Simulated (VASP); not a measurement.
Sn3GeSe:

```xyz
5
Lattice="3.3087 1.9103 4.4332 -3.3087 1.9103 4.4332 0.0000 -3.8206 4.4332" Properties=species:S:1:pos:R:3 pbc="T T T"
Sn   -1.5449    0.8920    8.5663
Sn    0.0000   -1.7839    8.5663
Sn    1.5449    0.8920    8.5663
Ge    0.0000    0.0000    2.1932
Se    0.0000    0.0000    6.1819
```

The cell was generated, and may not be a known phase.

* Program: VASP 6.6.1
* Task: relaxation of cell and atoms
* Functional: PBE
* Potentials or basis: VASP PAW PBE potentials, release 64 (Sn_d, Ge_d, Se)
* Cutoff: 600 eV
* k mesh: 6 × 6 × 6
* Occupations: gaussian, width 0.01 eV
* Spin: no spin polarisation

At the start: pressure 0.4 GPa; volume 33.62 Å³/atom.

Q: How do energy, volume and symmetry change on relaxing?

A: Over 16 steps the energy falls by 7.4 meV/atom and the volume is 34.27 Å³/atom (+1.9 %); space group R3m (No. 160, to 0.1 Å) before and after.

Step by step:
```csv
step,energy change (eV),largest force (eV/Å),pressure (GPa),volume (Å³)
1,0.0000,0.2889,0.38,168.12
2,-0.0110,0.2471,-0.10,170.05
3,-0.0133,0.2686,-0.45,171.58
4,-0.0218,0.2297,-0.34,171.11
5,-0.0331,0.1286,-0.01,170.01
6,-0.0339,0.0802,0.17,169.54
7,-0.0340,0.0881,0.14,169.62
8,-0.0352,0.0797,0.05,170.32
9,-0.0360,0.0639,-0.14,171.76
10,-0.0366,0.0338,-0.03,171.60
11,-0.0367,0.0356,-0.01,171.57
12,-0.0369,0.0198,-0.01,171.49
13,-0.0370,0.0152,-0.01,171.38
14,-0.0370,0.0151,0.00,171.36
15,-0.0370,0.0101,0.00,171.36
16,-0.0370,0.0068,0.01,171.36
```

Final structure:
```
Sn Ge Se
1.0
     3.27286    1.88959    4.61811
    -3.27286    1.88959    4.61811
     0.00000   -3.77917    4.61811
Sn Ge Se
3 1 1
Direct
  0.48879 0.95581 0.48879
  0.48879 0.48879 0.95581
  0.95581 0.48879 0.48879
  0.17179 0.17179 0.17179
  0.45686 0.45686 0.45686
```
